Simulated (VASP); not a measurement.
Input of a VASP 6.6.1 run:

INCAR

```
SYSTEM = Mg2Ge2N
PREC = Accurate
ENCUT = 520
EDIFF = 1E-7
ISMEAR = 0
SIGMA = 0.1
LREAL = .FALSE.
LASPH = .TRUE.
NELM = 80
ALGO = Normal
ISIF = 2
LWAVE = .FALSE.
LCHARG = .FALSE.
GGA = PE
NBANDS = 26
```

KPOINTS

```
regular mesh
0
G
  12 12 4
  0 0 0
```

Contents of POSCAR:

```
Mg2Ge2N
1.0
    3.3796941842      0.0000000000      0.0000000000
   -1.6898470921      2.9269010205      0.0000000000
    0.0000000000      0.0000000000      9.9382938289
Mg Ge N
2 2 1
Direct
    0.3333333333      0.6666666667      0.0000000000
    0.0000000000      0.0000000000      0.5000000000
    0.0000000000      0.0000000000      0.2189453092
    0.0000000000      0.0000000000      0.7810546908
    0.3333333333      0.6666666667      0.5000000000
```

Potentials or basis: VASP PAW PBE potentials, release 64 (Mg, Ge_d, N).

Run with:

```sh
$ cat potpaw_PBE.64/Mg/POTCAR potpaw_PBE.64/Ge_d/POTCAR potpaw_PBE.64/N/POTCAR > POTCAR
$ mpirun -np 1 vasp_std > vasp.out
```

Q: Predict the pressure.

A: -0.1 GPa.

Stress tensor (GPa, compression positive):
```
-0.03  0.00  0.00
 0.00 -0.03  0.00
 0.00  0.00 -0.14
```
